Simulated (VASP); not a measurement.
# Ge2H (I4/mmm) in VASP: single point with r2SCAN

Aim: the single point of Ge2H with r2SCAN.

Program: VASP 6.6.1. These are calculated values, not measurements. Logs are shortened: lines on timing, memory, paths and dates and some standing lists are left out, and cuts for length are marked.

### 1 The cell of the first run

Symmetry: I4/mmm, No. 139, tetragonal system. The conventional cell has a = 3.054 Å, b = 3.054 Å, c = 8.205 Å, α = 90.00°, β = 90.00°, γ = 90.00°. Within 3.4 Å of H (site symmetry 4/mmm) lie 10 Ge at 2.56 to 2.73 Å and 4 H at 3.05 Å. Ge (site symmetry 4mm) has 9 Ge at 2.55 to 3.05 Å and 5 H at 2.56 to 2.73 Å within 3.4 Å.

### 2 Single point, r2SCAN

POSCAR

```
Ge2H
1.0
    0.0000000000      3.0538100000      0.0000000000
    3.0538100000      0.0000000000      0.0000000000
    1.5269050000      1.5269050000     -4.1024080000
H Ge
1 2
Direct
    0.0000000000      0.0000000000      0.0000000000
    0.3330000000      0.3330000000      0.3340000000
    0.6670000000      0.6670000000      0.6660000000
```

INCAR.step1

```
PREC = Accurate
ENCUT = 520
ISMEAR = 0
SIGMA = 0.0399
LREAL = False
LASPH = True
NELM = 80
NBANDS = 22
GGA = PE
ALGO = Normal
EDIFF = 1E-4
LWAVE = True
LCHARG = False
```

INCAR.step2

```
PREC = Accurate
ENCUT = 520
EDIFF = 1E-6
ISMEAR = 0
SIGMA = 0.0399
LREAL = False
LASPH = True
NELM = 80
ALGO = Normal
ISIF = 2
LWAVE = False
LCHARG = True
METAGGA = R2SCAN
LMIXTAU = True
LELF = True
LVHAR = True
NBANDS = 22
ISTART = 1
```

KPOINTS

```
regular mesh
0
Gamma
  12 12 12
```

Potentials or basis: VASP PAW PBE potentials, release 64 (H, Ge_d).

On the command line:

```
$ cat potpaw_PBE.64/H/POTCAR potpaw_PBE.64/Ge_d/POTCAR > POTCAR
$ cp INCAR.step1 INCAR
$ mpirun -np 1 vasp_std > vasp.out
$ cp INCAR.step2 INCAR
$ mpirun -np 1 vasp_std > vasp.out
```

OUTCAR:

```text
PREC = Accurate
   ENCUT = 520
   EDIFF = 1E-6
   ISMEAR = 0
   LREAL = False
   LASPH = True
   NELM = 80
   ISIF = 2
   METAGGA = R2SCAN
   ISTART = 1

 ion  position               nearest neighbor table
   1  0.000  0.000  0.000-
   2  0.333  0.333  0.334-   3 2.55   3 2.55   3 2.55   3 2.55   3 2.74
   3  0.667  0.667  0.666-   2 2.55   2 2.55   2 2.55   2 2.55   2 2.74

  LATTYP: Found a body centered tetragonal cell.
 ALAT       =     3.0538100000
 C/A-ratio  =     2.6867473746

  Lattice vectors:

 A1 = (  -1.5269050000,   1.5269050000,   4.1024080000)
 A2 = (   1.5269050000,  -1.5269050000,   4.1024080000)
 A3 = (   1.5269050000,   1.5269050000,  -4.1024080000)

Analysis of symmetry for initial positions (statically):
=====================================================================
 Subroutine PRICEL returns:
 Original cell was already a primitive cell.

 Routine SETGRP: Setting up the symmetry group for a
 body centered tetragonal supercell.

 Subroutine GETGRP returns: Found 16 space group operations
 (whereof 16 operations were pure point group operations)
 out of a pool of 16 trial point group operations.

The static configuration has the point symmetry D_4h.

Analysis of symmetry for dynamics (positions and initial velocities):
=====================================================================
 Subroutine PRICEL returns:
 Original cell was already a primitive cell.

 Routine SETGRP: Setting up the symmetry group for a
 body centered tetragonal supercell.

 Subroutine GETGRP returns: Found 16 space group operations
 (whereof 16 operations were pure point group operations)
 out of a pool of 16 trial point group operations.

The dynamic configuration has the point symmetry D_4h.

 Subroutine INISYM returns: Found 16 space group operations
 (whereof 16 operations are pure point group operations),
 and found     1 'primitive' translations

----------------------------------------------------------------------------------------

                                     Primitive cell

  volume of cell :      38.2581

  direct lattice vectors                    reciprocal lattice vectors
     0.000000000  3.053810000  0.000000000     0.000000000  0.327459796  0.121879638
     3.053810000  0.000000000  0.000000000     0.327459796  0.000000000  0.121879638
     1.526905000  1.526905000 -4.102408000     0.000000000  0.000000000 -0.243759275

  length of vectors
     3.053810000  3.053810000  4.636014361     0.349406016  0.349406016  0.243759275

  position of ions in fractional coordinates (direct lattice)
     0.000000000  0.000000000  0.000000000
     0.333000000  0.333000000  0.334000000
     0.667000000  0.667000000  0.666000000

  ion indices of the primitive-cell ions
   primitive index   ion index
                 1           1
                 2           2
                 3           3

----------------------------------------------------------------------------------------

 KPOINTS: regular mesh

Automatic generation of k-mesh.
 Grid dimensions read from file:
 generate k-points for:   12   12   12

 Generating k-lattice:

  Cartesian coordinates                     Fractional coordinates (reciprocal lattice)
     0.000000000  0.027288316  0.010156636     0.083333333  0.000000000  0.000000000
     0.027288316  0.000000000  0.010156636     0.000000000  0.083333333  0.000000000
     0.000000000  0.000000000 -0.020313273     0.000000000  0.000000000  0.083333333

  Length of vectors
     0.029117168  0.029117168  0.020313273

  Shift w.r.t. Gamma in fractional coordinates (k-lattice)
     0.000000000  0.000000000  0.000000000

 Subroutine IBZKPT returns following result:
 ===========================================

 Found    163 irreducible k-points:

 Following reciprocal coordinates:
            Coordinates               Weight
  0.000000  0.000000  0.000000      1.000000
  0.083333  0.000000  0.000000      8.000000
  0.166667  0.000000  0.000000      8.000000
  0.250000  0.000000  0.000000      8.000000
  0.333333  0.000000  0.000000      8.000000
  0.416667  0.000000 -0.000000      8.000000
[... 16 lines left out ...]
  0.500000  0.166667  0.000000     16.000000
 -0.416667  0.166667  0.000000     16.000000
 [... further k-points ...]
   k-points           NKPTS =    163   k-points in BZ     NKDIM =    163   number of bands    NBANDS=     22
   number of dos      NEDOS =    301   number of ions     NIONS =      3
   total plane-waves  NPLWV =  20736
   dimension x,y,z NGX =    24 NGY =   24 NGZ =   36
   dimension x,y,z NGXF=    48 NGYF=   48 NGZF=   72
   ions per type =               1   2
   NGX,Y,Z   is equivalent  to a cutoff of  13.07, 13.07, 12.91 a.u.
   NGXF,Y,Z  is equivalent  to a cutoff of  26.13, 26.13, 25.82 a.u.
 SYSTEM =  unknown system
   PREC   = accura    normal or accurate (medium, high low for compatibility)
   ISTART =      1    job   : 0-new  1-cont  2-samecut
   ICHARG =      0    charge: 1-file 2-atom 10-const
   ISPIN  =      1    spin polarized calculation?
   LNONCOLLINEAR =      F non collinear calculations
   LSORBIT =      F    spin-orbit coupling
   LASPH  =      T    aspherical Exc in radial PAW
   ENCUT  =  520.0 eV  38.22 Ry    6.18 a.u.   5.68  5.68  8.62*2*pi/ulx,y,z
   NELM   =     80;   NELMIN=  2; NELMDL=  0     # of ELM steps
   EDIFF  = 0.1E-05   stopping-criterion for ELM
   LREAL  =      F    real-space projection
   EDIFFG = 0.1E-04   stopping-criterion for IOM
   NSW    =      0    number of steps for IOM
   IBRION =     -1    ionic relax: 0-MD 1-quasi-New 2-CG
   NFREE  =      0    steps in history (QN), initial steepest desc. (CG)
   ISIF   =      2    stress and relaxation
   ISYM   =      2    0-nonsym 1-usesym 2-fastsym
   POTIM  = 0.5000    time-step for ionic-motion
   TEBEG  =    0.0;   TEEND  =   0.0 temperature during run
   PSTRESS=    0.0 pullay stress
   NELECT =      29.0000    total number of electrons
   NUPDOWN=      -1.0000    fix difference up-down
   EMIN   =  10.00;   EMAX   =-10.00  energy-range for DOS
   EFERMI =   0.00;   METHOD = LEGACY
   ISMEAR =     0;   SIGMA  =   0.04  broadening in eV -4-tet -1-fermi 0-gaus
   EFERMI_NEDOS =   21; number of points for ismear=-14 and -15
   IALGO  =     38    algorithm
   IMIX   =      4    mixing-type and parameters
     AMIX     =   0.40;   BMIX     =  1.00
     AMIX_MAG =   1.60;   BMIX_MAG =  1.00
  volume/ion in A,a.u.               =      12.75        86.06
  Fermi-wavevector in a.u.,A,eV,Ry     =   1.492679  2.820755 30.315029  2.228092
  Thomas-Fermi vector in A             =   2.605177
   LORBIT       =      0    0 simple, 1 ext, 2 COOP (PROOUT), +10 PAW based schemes
   METAGGA = R2SCAN    functional components
   LHFCALC =     F    Hartree Fock is set to
   AEXX    =    0.0000 exact exchange contribution
   IVDW    =     0    specifies the selected vdW correction
   LEPSILON=     F    determine dielectric tensor
   LRPA    =     F    only Hartree local field effects (RPA)
 non-spin polarized calculation
 Gauss-broadening in eV      SIGMA  =   0.04
  energy-cutoff  :      520.00
  volume of cell :       38.26
 maximum number of plane-waves:      1044
   NGX = 11   NGY = 11   NGZ = 17

 number of electron      28.9999992 magnetization

 Free energy of the ion-electron system (eV)
  ---------------------------------------------------
  ext. energy  EPLUGINS =         0.00000000
  ---------------------------------------------------
  free energy    TOTEN  =       -28.29957669 eV

  energy without entropy =      -28.29877642  energy(sigma->0) =      -28.29917655

 E-fermi :   7.0511     XC(G=0): -12.6278

 val. band max:        7.0195744544   @ k =  -0.0833  -0.3333   0.1667
 cond. band min:       7.0612113243   @ k =  -0.0833   0.5000   0.1667
 fundamental gap:      0.0416368699
 Fermi energy:         7.0510760284

 k-point     1 :       0.0000    0.0000    0.0000
  band No.  band energies     occupation
      1     -18.8351      2.00000
      2     -18.7728      2.00000
      3     -18.7190      2.00000
      4     -18.7190      2.00000
      5     -18.7062      2.00000
      6     -18.6479      2.00000
[... 14 lines left out ...]
     21      17.6848      0.00000
     22      25.4579      0.00000

 k-point     2 :       0.0833    0.0000    0.0000
  band No.  band energies     occupation
      1     -18.8305      2.00000
      2     -18.7772      2.00000
      3     -18.7245      2.00000
      4     -18.7241      2.00000
      5     -18.6980      2.00000
      6     -18.6507      2.00000
[... 14 lines left out ...]
     21      18.5946      0.00000
     22      23.5339      0.00000

 k-point     3 :       0.1667    0.0000    0.0000
  band No.  band energies     occupation
      1     -18.8197      2.00000
      2     -18.7879      2.00000
      3     -18.7377      2.00000
      4     -18.7253      2.00000
      5     -18.6918      2.00000
      6     -18.6605      2.00000
[... 14 lines left out ...]
     21      20.1992      0.00000
     22      21.4356      0.00000

 k-point     4 :       0.2500    0.0000    0.0000
  band No.  band energies     occupation
      1     -18.8091      2.00000
      2     -18.7999      2.00000
      3     -18.7562      2.00000
      4     -18.7150      2.00000
      5     -18.7035      2.00000
      6     -18.6583      2.00000
[... 14 lines left out ...]
     21      19.8268      0.00000
     22      20.0448      0.00000

 k-point     5 :       0.3333    0.0000    0.0000
  band No.  band energies     occupation
      1     -18.8088      2.00000
      2     -18.8004      2.00000
      3     -18.7756      2.00000
      4     -18.7317      2.00000
      5     -18.6880      2.00000
      6     -18.6496      2.00000
[... 417 lines left out ...]
 k-point    22 :       0.4167    0.1667   -0.0000
  band No.  band energies     occupation
      1     -18.8202      2.00000
      2     -18.8111      2.00000
      3     -18.7581      2.00000
      4     -18.7169      2.00000
      5     -18.6745      2.00000
      6     -18.6525      2.00000
[... 14 lines left out ...]
     21      19.8516      0.00000
     22      21.1347      0.00000

 k-point    23 :       0.5000    0.1667    0.0000
  band No.  band energies     occupation
      1     -18.8242      2.00000
      2     -18.8106      2.00000
      3     -18.7463      2.00000
      4     -18.7330      2.00000
      5     -18.6650      2.00000
      6     -18.6318      2.00000
[... 14 lines left out ...]
     21      20.4147      0.00000
     22      20.9888      0.00000

 k-point    24 :      -0.4167    0.1667    0.0000
  band No.  band energies     occupation
      1     -18.8293      2.00000
      2     -18.7991      2.00000
      3     -18.7464      2.00000
      4     -18.7270      2.00000
      5     -18.6571      2.00000
      6     -18.6442      2.00000
[... 14 lines left out ...]
     21      20.4001      0.00000
     22      21.8619      0.00000

 [... further k-points ...]
[... 5 lines left out ...]
  --------------------------------------------------------------------------------------
  -------------------------------------------------------------------------------------
  Total        4.0242512      4.0242512      1.3611489      0.0000000      0.0000000      0.0000000
  in kB      168.5282805    168.5282805     57.0024267      0.0000000      0.0000000      0.0000000
  external PRESSURE =     131.3529959 kB  Pullay stress =       0.0000000 kB

 VOLUME and BASIS-vectors are now :
 -----------------------------------------------------------------------------
  energy-cutoff  :      520.00
  volume of cell :       38.26
      direct lattice vectors                 reciprocal lattice vectors
     0.000000000  3.053810000  0.000000000     0.000000000  0.327459796  0.121879638
     3.053810000  0.000000000  0.000000000     0.327459796  0.000000000  0.121879638
     1.526905000  1.526905000 -4.102408000     0.000000000  0.000000000 -0.243759275

 POSITION                                       TOTAL-FORCE (eV/Angst)
 -----------------------------------------------------------------------------------
      0.00000      0.00000      0.00000        -0.000000      0.000000      0.000000
      1.52690      1.52690     -1.37020         0.000000      0.000000      1.680805
      3.05381      3.05381     -2.73220        -0.000000     -0.000000     -1.680805
 -----------------------------------------------------------------------------------
    total drift:                               -0.000000     -0.000000      0.000000

  FREE ENERGIE OF THE ION-ELECTRON SYSTEM (eV)
  ---------------------------------------------------
  free  energy   TOTEN  =       -28.2995766901 eV

  energy  without entropy=      -28.2987764185  energy(sigma->0) =      -28.29917655
```

It took 2.9 min on 1 thread of Intel Xeon Platinum 8488C (Sapphire Rapids), shared host; peak memory 0.24 GiB.

What came out:

```yaml
Free_energy: -28.2996 eV
Pressure: 13.1 GPa
Largest_force: 1.681 eV/Å
```

Forces in eV/Å, atoms in the order of the input:
```
H    0.000  0.000  0.000
Ge   0.000  0.000  1.681
Ge   0.000  0.000 -1.681
```

Stress tensor (GPa, compression positive):
```
16.85  0.00  0.00
 0.00 16.85  0.00
 0.00  0.00  5.70
```

Caveat: the PAW data sets were made with another functional, which shifts forces and pressure a little.
